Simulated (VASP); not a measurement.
# BaB4 (I4/mmm) in VASP: a series of runs, part 2 of 2

VASP 6.6.1. The steps go on from the part before.

**4. Single point, r2SCAN**

The input, POSCAR:

```
BaB4
1.0
    0.0000000000      3.7717030000      0.0000000000
    3.7717030000      0.0000000000      0.0000000000
    1.8858520000      1.8858520000     -4.4706260000
B Ba
4 1
Direct
    0.7500000000      0.2500000000      0.5000000000
    0.2500000000      0.7500000000      0.5000000000
    0.3770000000      0.3770000000      0.2460000000
    0.6230000000      0.6230000000      0.7540000000
    0.0000000000      0.0000000000      0.0000000000
```

The input, INCAR.step1:

```
PREC     = Accurate       # precision mode
ENCUT    = 550            # plane-wave cutoff, eV
ISMEAR   = 1              # smearing method
SIGMA    = 0.001          # smearing width, eV
LREAL    = F              # projectors in reciprocal space
LASPH    = T              # aspherical terms in the spheres
NELM     = 120            # most SCF steps
NBANDS   = 19             # bands
GGA      = PE             # functional
ALGO     = Normal         # electronic algorithm
EDIFF    = 1E-5           # SCF threshold, eV
LWAVE    = T              # write WAVECAR
LCHARG   = F              # write CHGCAR
GGA_COMPAT= F
```

The input, INCAR.step2:

```
PREC     = Accurate       # precision mode
ENCUT    = 550            # plane-wave cutoff, eV
EDIFF    = 1E-6           # SCF threshold, eV
ISMEAR   = 1              # smearing method
SIGMA    = 0.001          # smearing width, eV
LREAL    = F              # projectors in reciprocal space
LASPH    = T              # aspherical terms in the spheres
NELM     = 120            # most SCF steps
ALGO     = Normal         # electronic algorithm
ISIF     = 2              # what is computed and relaxed
LWAVE    = F              # write WAVECAR
LCHARG   = F              # write CHGCAR
METAGGA  = R2SCAN         # meta-GGA
LMIXTAU  = T            
NBANDS   = 19             # bands
ISTART   = 1            
GGA_COMPAT= F
```

The input, KPOINTS:

```
regular mesh
0
Gamma
  5 5 5
```

Potentials or basis: VASP PAW PBE potentials, release 64 (B, Ba_sv).

Command:

```bash
$ cat potpaw_PBE.64/B/POTCAR potpaw_PBE.64/Ba_sv/POTCAR > POTCAR
$ cp INCAR.step1 INCAR
$ mpirun -np 1 vasp_std > vasp.out
$ cp INCAR.step2 INCAR
$ mpirun -np 1 vasp_std > vasp.out
```

OUTCAR:

```text
PREC = Accurate
   ENCUT = 550
   EDIFF = 1E-6
   ISMEAR = 1
   LREAL = F
   LASPH = T
   NELM = 120
   ISIF = 2
   METAGGA = R2SCAN
   ISTART = 1

 ion  position               nearest neighbor table
   1  0.750  0.250  0.500-   5 2.92   5 2.92   5 2.92   5 2.92
   2  0.250  0.750  0.500-   5 2.92   5 2.92   5 2.92   5 2.92
   3  0.377  0.377  0.246-   5 2.88   5 2.88   5 2.88   5 2.88   5 3.37
   4  0.623  0.623  0.754-   5 2.88   5 2.88   5 2.88   5 2.88   5 3.37
   5  0.000  0.000  0.000-   4 2.88   3 2.88   4 2.88   3 2.88   3 2.88   4 2.88   4 2.88   3 2.88
                             1 2.92   2 2.92   2 2.92   1 2.92   2 2.92   1 2.92   2 2.92   1 2.92

  LATTYP: Found a body centered tetragonal cell.
 ALAT       =     3.7717030000
 C/A-ratio  =     2.3706140171

  Lattice vectors:

 A1 = (  -1.8858520000,   1.8858510000,   4.4706260000)
 A2 = (   1.8858510000,  -1.8858520000,   4.4706260000)
 A3 = (   1.8858520000,   1.8858520000,  -4.4706260000)

Analysis of symmetry for initial positions (statically):
=====================================================================
 Subroutine PRICEL returns:
 Original cell was already a primitive cell.

 Routine SETGRP: Setting up the symmetry group for a
 body centered tetragonal supercell.

 Subroutine GETGRP returns: Found 16 space group operations
 (whereof 16 operations were pure point group operations)
 out of a pool of 16 trial point group operations.

The static configuration has the point symmetry D_4h.

Analysis of symmetry for dynamics (positions and initial velocities):
=====================================================================
 Subroutine PRICEL returns:
 Original cell was already a primitive cell.

 Routine SETGRP: Setting up the symmetry group for a
 body centered tetragonal supercell.

 Subroutine GETGRP returns: Found 16 space group operations
 (whereof 16 operations were pure point group operations)
 out of a pool of 16 trial point group operations.

The dynamic configuration has the point symmetry D_4h.

 Subroutine INISYM returns: Found 16 space group operations
 (whereof 16 operations are pure point group operations),
 and found     1 'primitive' translations

----------------------------------------------------------------------------------------

                                     Primitive cell

  volume of cell :      63.5980

  direct lattice vectors                    reciprocal lattice vectors
     0.000000000  3.771703000  0.000000000     0.000000000  0.265132223  0.111841190
     3.771703000  0.000000000  0.000000000     0.265132223  0.000000000  0.111841190
     1.885852000  1.885852000 -4.470626000     0.000000000  0.000000000 -0.223682321

  length of vectors
     3.771703000  3.771703000  5.205705751     0.287756055  0.287756055  0.223682321

  position of ions in fractional coordinates (direct lattice)
     0.750000000  0.250000000  0.500000000
     0.250000000  0.750000000  0.500000000
     0.377000000  0.377000000  0.246000000
     0.623000000  0.623000000  0.754000000
     0.000000000  0.000000000  0.000000000

  ion indices of the primitive-cell ions
   primitive index   ion index
                 1           1
                 2           2
                 3           3
                 4           4
                 5           5

----------------------------------------------------------------------------------------

 KPOINTS: regular mesh

Automatic generation of k-mesh.
 Grid dimensions read from file:
 generate k-points for:    5    5    5

 Generating k-lattice:

  Cartesian coordinates                     Fractional coordinates (reciprocal lattice)
     0.000000000  0.053026445  0.022368238     0.200000000  0.000000000  0.000000000
     0.053026445  0.000000000  0.022368238     0.000000000  0.200000000  0.000000000
     0.000000000  0.000000000 -0.044736464     0.000000000  0.000000000  0.200000000

  Length of vectors
     0.057551211  0.057551211  0.044736464

  Shift w.r.t. Gamma in fractional coordinates (k-lattice)
     0.000000000  0.000000000  0.000000000

 Subroutine IBZKPT returns following result:
 ===========================================

 Found     18 irreducible k-points:

 Following reciprocal coordinates:
            Coordinates               Weight
  0.000000  0.000000  0.000000      1.000000
  0.200000  0.000000 -0.000000      8.000000
  0.400000  0.000000 -0.000000      8.000000
  0.200000  0.200000 -0.000000      8.000000
  0.400000  0.200000 -0.000000     16.000000
 -0.400000  0.200000  0.000000     16.000000
[... 10 lines left out ...]
  0.000000  0.000000  0.400000      2.000000
 -0.200000  0.000000  0.400000      4.000000
   k-points           NKPTS =     18   k-points in BZ     NKDIM =     18   number of bands    NBANDS=     19
   number of dos      NEDOS =    301   number of ions     NIONS =      5
   total plane-waves  NPLWV =  36000
   dimension x,y,z NGX =    30 NGY =   30 NGZ =   40
   dimension x,y,z NGXF=    60 NGYF=   60 NGZF=   80
   ions per type =               4   1
   NGX,Y,Z   is equivalent  to a cutoff of  13.22, 13.22, 12.77 a.u.
   NGXF,Y,Z  is equivalent  to a cutoff of  26.45, 26.45, 25.55 a.u.
 SYSTEM =  unknown system
   PREC   = accura    normal or accurate (medium, high low for compatibility)
   ISTART =      1    job   : 0-new  1-cont  2-samecut
   ICHARG =      0    charge: 1-file 2-atom 10-const
   ISPIN  =      1    spin polarized calculation?
   LNONCOLLINEAR =      F non collinear calculations
   LSORBIT =      F    spin-orbit coupling
   LASPH  =      T    aspherical Exc in radial PAW
   ENCUT  =  550.0 eV  40.42 Ry    6.36 a.u.   7.21  7.21  9.95*2*pi/ulx,y,z
   NELM   =    120;   NELMIN=  2; NELMDL=  0     # of ELM steps
   EDIFF  = 0.1E-05   stopping-criterion for ELM
   LREAL  =      F    real-space projection
[... 7 lines left out ...]
   TEBEG  =    0.0;   TEEND  =   0.0 temperature during run
   PSTRESS=    0.0 pullay stress
   NELECT =      22.0000    total number of electrons
   NUPDOWN=      -1.0000    fix difference up-down
   EMIN   =  10.00;   EMAX   =-10.00  energy-range for DOS
   EFERMI =   0.00;   METHOD = LEGACY
   ISMEAR =     1;   SIGMA  =   0.00  broadening in eV -4-tet -1-fermi 0-gaus
   EFERMI_NEDOS =   21; number of points for ismear=-14 and -15
   IALGO  =     38    algorithm
   IMIX   =      4    mixing-type and parameters
     AMIX     =   0.40;   BMIX     =  1.00
     AMIX_MAG =   1.60;   BMIX_MAG =  1.00
  volume/ion in A,a.u.               =      12.72        85.84
  Fermi-wavevector in a.u.,A,eV,Ry     =   1.149215  2.171701 17.969148  1.320695
  Thomas-Fermi vector in A             =   2.285886
   LORBIT       =      0    0 simple, 1 ext, 2 COOP (PROOUT), +10 PAW based schemes
   METAGGA = R2SCAN    functional components
   LHFCALC =     F    Hartree Fock is set to
   AEXX    =    0.0000 exact exchange contribution
   IVDW    =     0    specifies the selected vdW correction
   LEPSILON=     F    determine dielectric tensor
   LRPA    =     F    only Hartree local field effects (RPA)
 non-spin polarized calculation
 Methfessel and Paxton  Order N= 1 SIGMA  =   0.00
  energy-cutoff  :      550.00
  volume of cell :       63.60
 maximum number of plane-waves:      1877
 NGX is ok and might be reduce to    30
   NGX = 15   NGY = 15   NGZ = 19

 number of electron      22.0000000 magnetization

 Free energy of the ion-electron system (eV)
  ---------------------------------------------------
  ext. energy  EPLUGINS =         0.00000000
  ---------------------------------------------------
  free energy    TOTEN  =       -50.98090711 eV

  energy without entropy =      -50.98088906  energy(sigma->0) =      -50.98090109

 E-fermi :   4.3021     XC(G=0): -11.5915

 val. band max:        4.3021167292   @ k =   0.2000   0.0000  -0.0000
 cond. band min:       4.7065889007   @ k =   0.0000   0.0000   0.2000
 fundamental gap:      0.4044721715
 Fermi energy:         4.3021167292

 k-point     1 :       0.0000    0.0000    0.0000
  band No.  band energies     occupation
      1     -22.7414      2.00000
      2      -8.2306      2.00000
      3      -7.2983      2.00000
      4      -7.2983      2.00000
      5      -6.9559      2.00000
      6      -0.6285      2.00000
[... 373 lines left out ...]
      6      -2.6815      2.00000
[... 11 lines left out ...]
     18       8.5783      0.00000
     19      10.5161      0.00000

------------------------ aborting loop because EDIFF is reached ----------------------------------------

  FORCE on cell =-STRESS in cart. coord.  units (eV):
  Direction    XX          YY          ZZ          XY          YZ          ZX
  --------------------------------------------------------------------------------------
  -------------------------------------------------------------------------------------
  Total       -2.8374894     -2.8374894     -3.9744304     -0.0000000      0.0000004      0.0000004
  in kB      -71.4827924    -71.4827924   -100.1249171     -0.0000000      0.0000112      0.0000112
  external PRESSURE =     -81.0301673 kB  Pullay stress =       0.0000000 kB

 VOLUME and BASIS-vectors are now :
 -----------------------------------------------------------------------------
  energy-cutoff  :      550.00
  volume of cell :       63.60
      direct lattice vectors                 reciprocal lattice vectors
     0.000000000  3.771703000  0.000000000     0.000000000  0.265132223  0.111841190
     3.771703000  0.000000000  0.000000000     0.265132223  0.000000000  0.111841190
     1.885852000  1.885852000 -4.470626000     0.000000000  0.000000000 -0.223682321

 POSITION                                       TOTAL-FORCE (eV/Angst)
 -----------------------------------------------------------------------------------
      1.88585      3.77170     -2.23531         0.000000     -0.000000      0.000000
      3.77170      1.88585     -2.23531        -0.000000      0.000000      0.000000
      1.88585      1.88585     -1.09977         0.000000      0.000000     -1.749048
      3.77170      3.77170     -3.37085        -0.000000     -0.000000      1.749048
      0.00000      0.00000      0.00000        -0.000000      0.000000      0.000000
 -----------------------------------------------------------------------------------
    total drift:                               -0.000000     -0.000000      0.000000

  FREE ENERGIE OF THE ION-ELECTRON SYSTEM (eV)
  ---------------------------------------------------
  free  energy   TOTEN  =       -50.9809071127 eV

  energy  without entropy=      -50.9808890586  energy(sigma->0) =      -50.98090109
```

Wall time 3.5 min (1 thread of Intel Xeon 8259CL, shared host); peak memory 0.2 GiB.

Results:

- Free energy: -50.9809 eV
- Pressure: -8.1 GPa
- Largest force: 1.749 eV/Å
- Band gap on the k mesh: zero (bands 11 and 12 overlap by 1.55 eV)

Forces in eV/Å, atoms in the order of the input:
```
B    0.000  0.000  0.000
B    0.000  0.000  0.000
B    0.000  0.000 -1.749
B    0.000  0.000  1.749
Ba   0.000  0.000  0.000
```

Stress tensor (GPa, compression positive):
```
 -7.15   0.00   0.00
  0.00  -7.15   0.00
  0.00   0.00 -10.01
```

Caveat: the k points lie up to 0.36 Å⁻¹ apart, too coarse for converged energies and pressures of a metal; the PAW data sets were made with another functional, which shifts forces and pressure a little; spin-orbit coupling is left out, which moves the levels of the heavy elements.

The gap in the log of VASP goes by the Fermi energy; the results here count the filled bands.